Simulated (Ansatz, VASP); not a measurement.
# Ge: VASP beside Ansatz

```xyz
2
Lattice="0.0000 2.8808 2.8808 2.8808 0.0000 2.8808 2.8808 2.8808 0.0000" Properties=species:S:1:pos:R:3 pbc="T T T"
Ge    0.0000    0.0000    0.0000
Ge    1.4404    1.4404    1.4404
```

Alike in both runs: functional PBE; k mesh 12 × 12 × 12; occupations gaussian, width 0.1 eV; no spin polarisation.

Ansatz relaxed the structure, and its values are those at the end. VASP's run is a single point on that final structure, the one shown.

|  | VASP | Ansatz |
| --- | --- | --- |
| version | VASP 6.6.1 | Ansatz 0.2.0 |
| potentials or method | VASP PAW PBE potentials, release 64 (Ge_d), cutoff 500 eV | scalar-relativistic, plane waves, PAW |
| valence electrons in the cell | 28 | 28 |

VASP gave:

| Quantity | Value |
| --- | --- |
| gap on the k mesh at the Fermi level (eV) | none |
| pressure (GPa) | -0.1 |

What did Ansatz give for the same quantities?

gap on the k mesh at the Fermi level (eV): none; pressure (GPa): 0.0.

A gap of «none» marks a metal or a gap that the smearing closes.
